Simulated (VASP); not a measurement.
# In (I4/mmm) in VASP: a series of runs

Runs on In. Level: PBEsol. Tasks: single point.

All numbers are computed with VASP 6.6.1; they aren't measurements. Logs are shortened: lines on timing, memory, paths and dates and some standing lists are left out, and cuts for length are marked.

**1. The cell of the first run**

The structure is tetragonal, space group I4/mmm (No. 139). The conventional cell has a = 3.652 Å, b = 3.652 Å, c = 3.709 Å, α = 90.00°, β = 90.00°, γ = 90.00°. In (site symmetry 4/mmm) has 14 In at 3.18 to 3.71 Å within 4.2 Å.

**2. Single point, PBEsol (strain -0.030 along x and y, -0.015 along z)**

Input file INCAR:

```
SYSTEM = In
PREC     = Accurate       ! precision mode
ENCUT    = 520            ! plane-wave cutoff, eV
EDIFF    = 1E-6           ! SCF threshold, eV
ISMEAR   = 0              ! smearing method
SIGMA    = 0.15           ! smearing width, eV
LREAL    = .FALSE.        ! projectors in reciprocal space
LASPH    = .TRUE.         ! aspherical terms in the spheres
NELM     = 100            ! most SCF steps
ALGO     = Fast           ! electronic algorithm
ISIF     = 2              ! what is computed and relaxed
LWAVE    = .FALSE.        ! write WAVECAR
LCHARG   = .TRUE.         ! write CHGCAR
GGA      = PS             ! functional
LELF     = .TRUE.         ! ELF
LVHAR    = .TRUE.       
NBANDS   = 12             ! bands
```

Input file KPOINTS:

```
regular mesh
0
G
  18 18 18
  0 0 0
```

Input file POSCAR:

```
In
1.0
   -1.8260494828      1.8260494828      1.8542873614
    1.8260494828     -1.8260494828      1.8542873614
    1.8260494828      1.8260494828     -1.8542873614
In
1
Direct
    0.0000000000      0.0000000000      0.0000000000
```

Potentials or basis: VASP PAW PBE potentials, release 64 (In_d).

On the command line:

```
cat potpaw_PBE.64/In_d/POTCAR > POTCAR
mpirun -np 1 vasp_std > vasp.out
```

OUTCAR:

```text
SYSTEM = In
   PREC = Accurate
   ENCUT = 520
   EDIFF = 1E-6
   ISMEAR = 0
   LREAL = .FALSE.
   LASPH = .TRUE.
   NELM = 100
   ISIF = 2
   GGA = PS

 ion  position               nearest neighbor table
   1  0.000  0.000  0.000-

  LATTYP: Found a body centered tetragonal cell.
 ALAT       =     3.6520989656
 C/A-ratio  =     1.0154639175

  Lattice vectors:

 A1 = (  -1.8260494828,   1.8260494828,   1.8542873614)
 A2 = (   1.8260494828,  -1.8260494828,   1.8542873614)
 A3 = (   1.8260494828,   1.8260494828,  -1.8542873614)

Analysis of symmetry for initial positions (statically):
=====================================================================
 Subroutine PRICEL returns:
 Original cell was already a primitive cell.

 Routine SETGRP: Setting up the symmetry group for a
 body centered tetragonal supercell.

 Subroutine GETGRP returns: Found 16 space group operations
 (whereof 16 operations were pure point group operations)
 out of a pool of 16 trial point group operations.

The static configuration has the point symmetry D_4h.

Analysis of symmetry for dynamics (positions and initial velocities):
=====================================================================
 Subroutine PRICEL returns:
 Original cell was already a primitive cell.

 Routine SETGRP: Setting up the symmetry group for a
 body centered tetragonal supercell.

 Subroutine GETGRP returns: Found 16 space group operations
 (whereof 16 operations were pure point group operations)
 out of a pool of 16 trial point group operations.

The dynamic configuration has the point symmetry D_4h.

 Subroutine INISYM returns: Found 16 space group operations
 (whereof 16 operations are pure point group operations),
 and found     1 'primitive' translations

----------------------------------------------------------------------------------------

                                     Primitive cell

  volume of cell :      24.7322

  direct lattice vectors                    reciprocal lattice vectors
    -1.826049483  1.826049483  1.854287361     0.000000000  0.273815143  0.269645369
     1.826049483 -1.826049483  1.854287361     0.273815143  0.000000000  0.269645369
     1.826049483  1.826049483 -1.854287361     0.273815143  0.273815143  0.000000000

  length of vectors
     3.179197233  3.179197233  3.179197233     0.384295924  0.384295924  0.387233089

  position of ions in fractional coordinates (direct lattice)
     0.000000000  0.000000000  0.000000000

  ion indices of the primitive-cell ions
   primitive index   ion index
                 1           1

----------------------------------------------------------------------------------------

 KPOINTS: regular mesh

Automatic generation of k-mesh.
 Grid dimensions read from file:
 generate k-points for:   18   18   18

 Generating k-lattice:

  Cartesian coordinates                     Fractional coordinates (reciprocal lattice)
     0.000000000  0.015211952  0.014980298     0.055555556  0.000000000 -0.000000000
     0.015211952  0.000000000  0.014980298     0.000000000  0.055555556 -0.000000000
     0.015211952  0.015211952  0.000000000     0.000000000  0.000000000  0.055555556

  Length of vectors
     0.021349774  0.021349774  0.021512949

  Shift w.r.t. Gamma in fractional coordinates (k-lattice)
     0.000000000  0.000000000  0.000000000

 Subroutine IBZKPT returns following result:
 ===========================================

 Found    480 irreducible k-points:

 Following reciprocal coordinates:
            Coordinates               Weight
  0.000000  0.000000  0.000000      1.000000
  0.055556 -0.000000  0.000000      8.000000
  0.111111 -0.000000  0.000000      8.000000
  0.166667 -0.000000  0.000000      8.000000
  0.222222 -0.000000  0.000000      8.000000
  0.277778 -0.000000  0.000000      8.000000
[... 16 lines left out ...]
 -0.277778  0.055556 -0.000000     16.000000
 -0.222222  0.055556 -0.000000     16.000000
 [... further k-points ...]
   k-points           NKPTS =    480   k-points in BZ     NKDIM =    480   number of bands    NBANDS=     12
   number of dos      NEDOS =    301   number of ions     NIONS =      1
   total plane-waves  NPLWV =  13824
   dimension x,y,z NGX =    24 NGY =   24 NGZ =   24
   dimension x,y,z NGXF=    48 NGYF=   48 NGZF=   48
   ions per type =               1
   NGX,Y,Z   is equivalent  to a cutoff of  12.55, 12.55, 12.55 a.u.
   NGXF,Y,Z  is equivalent  to a cutoff of  25.10, 25.10, 25.10 a.u.
 SYSTEM =  In
   PREC   = accura    normal or accurate (medium, high low for compatibility)
   ISTART =      0    job   : 0-new  1-cont  2-samecut
   ICHARG =      2    charge: 1-file 2-atom 10-const
   ISPIN  =      1    spin polarized calculation?
   LNONCOLLINEAR =      F non collinear calculations
   LSORBIT =      F    spin-orbit coupling
   LASPH  =      T    aspherical Exc in radial PAW
   ENCUT  =  520.0 eV  38.22 Ry    6.18 a.u.   5.91  5.91  5.91*2*pi/ulx,y,z
   NELM   =    100;   NELMIN=  2; NELMDL= -5     # of ELM steps
   EDIFF  = 0.1E-05   stopping-criterion for ELM
   LREAL  =      F    real-space projection
   EDIFFG = 0.1E-04   stopping-criterion for IOM
   NSW    =      0    number of steps for IOM
   IBRION =     -1    ionic relax: 0-MD 1-quasi-New 2-CG
   NFREE  =      0    steps in history (QN), initial steepest desc. (CG)
   ISIF   =      2    stress and relaxation
   ISYM   =      2    0-nonsym 1-usesym 2-fastsym
   POTIM  = 0.5000    time-step for ionic-motion
   TEBEG  =    0.0;   TEEND  =   0.0 temperature during run
   PSTRESS=    0.0 pullay stress
   NELECT =      13.0000    total number of electrons
   NUPDOWN=      -1.0000    fix difference up-down
   EMIN   =  10.00;   EMAX   =-10.00  energy-range for DOS
   EFERMI =   0.00;   METHOD = LEGACY
   ISMEAR =     0;   SIGMA  =   0.15  broadening in eV -4-tet -1-fermi 0-gaus
   EFERMI_NEDOS =   21; number of points for ismear=-14 and -15
   IALGO  =     68    algorithm
   IMIX   =      4    mixing-type and parameters
     AMIX     =   0.40;   BMIX     =  1.00
     AMIX_MAG =   1.60;   BMIX_MAG =  1.00
  volume/ion in A,a.u.               =      24.73       166.90
  Fermi-wavevector in a.u.,A,eV,Ry     =   1.321200  2.496706 23.749915  1.745570
  Thomas-Fermi vector in A             =   2.450971
   LORBIT       =      0    0 simple, 1 ext, 2 COOP (PROOUT), +10 PAW based schemes
   GGA     = PS    functional components
   LHFCALC =     F    Hartree Fock is set to
   AEXX    =    0.0000 exact exchange contribution
   IVDW    =     0    specifies the selected vdW correction
   LEPSILON=     F    determine dielectric tensor
   LRPA    =     F    only Hartree local field effects (RPA)
 non-spin polarized calculation
 RMM-DIIS sequential band-by-band and
 Gauss-broadening in eV      SIGMA  =   0.15
  energy-cutoff  :      520.00
  volume of cell :       24.73
 maximum number of plane-waves:       683
   NGX = 11   NGY = 11   NGZ = 11

 number of electron      12.9999996 magnetization

 Free energy of the ion-electron system (eV)
  ---------------------------------------------------
  ext. energy  EPLUGINS =         0.00000000
  ---------------------------------------------------
  free energy    TOTEN  =        -2.96651072 eV

  energy without entropy =       -2.96134949  energy(sigma->0) =       -2.96393010

 E-fermi :   8.0267     XC(G=0): -10.6775

 val. band max:        8.0195708149   @ k =   0.5000   0.2778   0.0556
 cond. band min:       8.0269564481   @ k =  -0.2222   0.4444   0.1111
 fundamental gap:      0.0073856332
 Fermi energy:         8.0266521868

 k-point     1 :       0.0000    0.0000    0.0000
  band No.  band energies     occupation
      1      -6.6561      2.00000
      2      -6.6561      2.00000
      3      -6.6415      2.00000
      4      -6.3351      2.00000
      5      -6.3209      2.00000
      6      -1.9483      2.00000
      7      19.6436      0.00000
      8      19.7750      0.00000
      9      19.7750      0.00000
     10      21.0509      0.00000
     11      21.2770      0.00000
     12      21.2770      0.00000

 k-point     2 :       0.0556   -0.0000    0.0000
  band No.  band energies     occupation
      1      -6.6551      2.00000
      2      -6.6524      2.00000
      3      -6.6315      2.00000
      4      -6.3384      2.00000
      5      -6.3222      2.00000
      6      -1.8740      2.00000
      7      18.8275      0.00000
      8      19.3754      0.00000
      9      19.5214      0.00000
     10      20.7052      0.00000
     11      21.0335      0.00000
     12      21.0853      0.00000

 k-point     3 :       0.1111   -0.0000    0.0000
  band No.  band energies     occupation
      1      -6.6648      2.00000
      2      -6.6431      2.00000
      3      -6.5901      2.00000
      4      -6.3489      2.00000
      5      -6.3243      2.00000
      6      -1.6498      2.00000
      7      16.9445      0.00000
      8      18.5115      0.00000
      9      18.9514      0.00000
     10      20.2787      0.00000
     11      20.5392      0.00000
     12      21.1011      0.00000

 k-point     4 :       0.1667   -0.0000    0.0000
  band No.  band energies     occupation
      1      -6.6821      2.00000
      2      -6.6337      2.00000
      3      -6.5234      2.00000
      4      -6.3635      2.00000
      5      -6.3261      2.00000
      6      -1.2725      2.00000
      7      14.8848      0.00000
      8      17.5474      0.00000
      9      18.2096      0.00000
     10      19.8688      0.00000
     11      20.0278      0.00000
     12      21.4269      0.00000

 k-point     5 :       0.2222   -0.0000    0.0000
  band No.  band energies     occupation
      1      -6.7035      2.00000
      2      -6.6320      2.00000
      3      -6.4400      2.00000
      4      -6.3752      2.00000
      5      -6.3275      2.00000
      6      -0.7389      2.00000
      7      12.8534      0.00000
      8      16.6289      0.00000
      9      17.4795      0.00000
     10      19.5078      0.00000
     11      19.5740      0.00000
     12      21.9656      0.00000
[... 228 lines left out ...]
      1      -6.7515      2.00000
      2      -6.6711      2.00000
      3      -6.3711      2.00000
      4      -6.3292      2.00000
      5      -6.2282      2.00000
      6       1.3520      2.00000
      7       8.2277      0.05797
      8      14.3836      0.00000
      9      15.7373      0.00000
     10      19.0294      0.00000
     11      19.7002      0.00000
     12      23.2963      0.00000

 k-point    22 :      -0.3333    0.0556   -0.0000
  band No.  band energies     occupation
      1      -6.7323      2.00000
      2      -6.6500      2.00000
      3      -6.3791      2.00000
      4      -6.3301      2.00000
      5      -6.3044      2.00000
      6       0.4235      2.00000
      7      10.0012      0.00000
      8      14.9330      0.00000
      9      16.1755      0.00000
     10      19.2651      0.00000
     11      19.9191      0.00000
     12      22.5413      0.00000

 k-point    23 :      -0.2778    0.0556   -0.0000
  band No.  band energies     occupation
      1      -6.7103      2.00000
      2      -6.6363      2.00000
      3      -6.3942      2.00000
      4      -6.3784      2.00000
      5      -6.3276      2.00000
      6      -0.3489      2.00000
      7      11.8882      0.00000
      8      15.6305      0.00000
      9      16.7444      0.00000
     10      19.5790      0.00000
     11      20.2072      0.00000
     12      21.8793      0.00000

 k-point    24 :      -0.2222    0.0556   -0.0000
  band No.  band energies     occupation
      1      -6.6883      2.00000
      2      -6.6350      2.00000
      3      -6.4771      2.00000
      4      -6.3705      2.00000
      5      -6.3275      2.00000
      6      -0.9634      2.00000
      7      13.8682      0.00000
      8      16.4522      0.00000
      9      17.4240      0.00000
     10      19.9641      0.00000
     11      20.5142      0.00000
     12      21.3736      0.00000

 [... further k-points ...]

------------------------ aborting loop because EDIFF is reached ----------------------------------------

  FORCE on cell =-STRESS in cart. coord.  units (eV):
  Direction    XX          YY          ZZ          XY          YZ          ZX
  --------------------------------------------------------------------------------------
  -------------------------------------------------------------------------------------
  Total        0.3137959      0.3137959      0.3407370      0.0000000     -0.0000000      0.0000000
  in kB       20.3280499     20.3280499     22.0733234      0.0000000     -0.0000000      0.0000000
  external PRESSURE =      20.9098077 kB  Pullay stress =       0.0000000 kB

 VOLUME and BASIS-vectors are now :
 -----------------------------------------------------------------------------
  energy-cutoff  :      520.00
  volume of cell :       24.73
      direct lattice vectors                 reciprocal lattice vectors
    -1.826049483  1.826049483  1.854287361     0.000000000  0.273815143  0.269645369
     1.826049483 -1.826049483  1.854287361     0.273815143  0.000000000  0.269645369
     1.826049483  1.826049483 -1.854287361     0.273815143  0.273815143  0.000000000

 POSITION                                       TOTAL-FORCE (eV/Angst)
 -----------------------------------------------------------------------------------
      0.00000      0.00000      0.00000         0.000000     -0.000000      0.000000
 -----------------------------------------------------------------------------------
    total drift:                                0.000000      0.000000     -0.000000

  FREE ENERGIE OF THE ION-ELECTRON SYSTEM (eV)
  ---------------------------------------------------
  free  energy   TOTEN  =        -2.9665107189 eV

  energy  without entropy=       -2.9613494899  energy(sigma->0) =       -2.96393010
```

It took 73 s on 1 thread of Intel Xeon 6975P-C, shared host; peak memory 0.25 GiB.

Results:

```yaml
Free_energy: -2.9665 eV
Pressure: 2.1 GPa
```

Caveat: the cell differs from its parent crystal (strain -0.030 along x and y, -0.015 along z); the PAW data sets were made with another functional, which shifts forces and pressure a little; spin-orbit coupling is left out, which moves the levels of the heavy elements.

**3. Single point, PBEsol (strain -0.030 along x and y, +0.000 along z)**

Input file INCAR:

```
SYSTEM = In
  PREC = Accurate
  ENCUT = 520
  EDIFF = 1E-7
  ISMEAR = 0
  SIGMA = 0.15
  LREAL = .False.
  LASPH = .True.
  NELM = 60
  ALGO = Fast
  ISIF = 2
  LWAVE = .False.
  LCHARG = .False.
  GGA = PS
  NBANDS = 12
```

Input file KPOINTS:

```
Automatic mesh
0
Gamma
  18 18 18
  0 0 0
```

Input file POSCAR:

```
In
1.0
   -1.8260494828      1.8260494828      1.8825252400
    1.8260494828     -1.8260494828      1.8825252400
    1.8260494828      1.8260494828     -1.8825252400
In
1
Direct
    0.0000000000      0.0000000000      0.0000000000
```

Potentials or basis: VASP PAW PBE potentials, release 64 (In_d).

On the command line:

```
cat potpaw_PBE.64/In_d/POTCAR > POTCAR
mpirun -np 1 vasp_std > vasp.out
```

It took 88 s on 1 thread of Intel Xeon 6975P-C, shared host; peak memory 0.25 GiB.

It converged, with:

| Property | Result |
| --- | --- |
| Free energy | -2.9709 eV |
| Pressure | 1.3 GPa |

Stress tensor (GPa, compression positive):
```
1.21 0.00 0.00
0.00 1.21 0.00
0.00 0.00 1.40
```

Levels at points of the mesh, in eV from the Fermi level:
| k point | band 2 | band 3 | band 4 | band 5 | band 6 | band 7 | band 8 | band 9 | band 10 | band 11 |
| --- | --- | --- | --- | --- | --- | --- | --- | --- | --- | --- |
| (0.00, 0.00, 0.00) | -14.65 | -14.63 | -14.35 | -14.32 | -9.85 | 11.37 | 11.60 | 11.60 | 12.87 | 13.33 |
| (0.50, 0.00, 0.00) | -14.70 | -14.37 | -14.33 | -14.14 | -4.02 | -3.42 | 6.25 | 7.66 | 10.52 | 10.69 |
| (0.50, 0.50, 0.00) | -14.71 | -14.33 | -14.33 | -14.13 | -3.78 | -3.31 | 5.80 | 7.10 | 10.02 | 10.16 |
| (0.50, 0.50, 0.50) | -14.77 | -14.19 | -14.18 | -14.18 | 0.82 | 1.26 | 1.46 | 1.46 | 5.24 | 5.54 |

Caveat: the cell differs from its parent crystal (strain -0.030 along x and y, +0.000 along z); the PAW data sets were made with another functional, which shifts forces and pressure a little; spin-orbit coupling is left out, which moves the levels of the heavy elements.

**4. Single point, PBEsol (strain +0.000 along x and y, -0.030 along z)**

Input file INCAR:

```
SYSTEM = In
ALGO     = Fast           ! electronic algorithm
EDIFF    = 1E-6           ! SCF threshold, eV
ENCUT    = 520            ! plane-wave cutoff, eV
GGA      = PS             ! functional
ISIF     = 2              ! what is computed and relaxed
ISMEAR   = 0              ! smearing method
LASPH    = .True.         ! aspherical terms in the spheres
LCHARG   = .False.        ! write CHGCAR
LREAL    = .False.        ! projectors in reciprocal space
LWAVE    = .False.        ! write WAVECAR
NBANDS   = 12             ! bands
NELM     = 80             ! most SCF steps
PREC     = Accurate       ! precision mode
SIGMA    = 0.15           ! smearing width, eV
```

Input file KPOINTS:

```
k-points
0
Gamma
  18 18 18
  0 0 0
```

Input file POSCAR:

```
In
1.0
   -1.8825252400      1.8825252400      1.8260494828
    1.8825252400     -1.8825252400      1.8260494828
    1.8825252400      1.8825252400     -1.8260494828
In
1
Direct
    0.0000000000      0.0000000000      0.0000000000
```

On the command line:

```
cat potpaw_PBE.64/In_d/POTCAR > POTCAR
mpirun -np 1 vasp_std > vasp.out
```

Run time: 73 s. Hardware: 1 thread of Intel Xeon 6975P-C, shared host; peak memory 0.25 GiB.

Results (log left out):

```yaml
Free_energy: -2.9732 eV
Pressure: -0.1 GPa
```

Stress tensor (GPa, compression positive):
```
-0.18  0.00  0.00
 0.00 -0.18  0.00
 0.00  0.00 -0.01
```

Levels at points of the mesh, in eV from the Fermi level:
```csv
k point,band 4,band 5,band 6,band 7,band 8,band 9
"(0.00, 0.00, 0.00)",-14.32,-14.30,-9.63,11.08,11.08,11.41
"(0.50, 0.00, 0.00)",-14.30,-14.13,-3.85,-3.20,5.82,7.19
"(0.50, 0.50, 0.00)",-14.32,-14.13,-4.09,-3.31,6.27,7.74
"(0.50, 0.50, 0.50)",-14.18,-14.17,1.05,1.05,1.05,1.68
```

Caveat: the cell differs from its parent crystal (strain +0.000 along x and y, -0.030 along z); the PAW data sets were made with another functional, which shifts forces and pressure a little; spin-orbit coupling is left out, which moves the levels of the heavy elements.

[end of part 1 of 2]
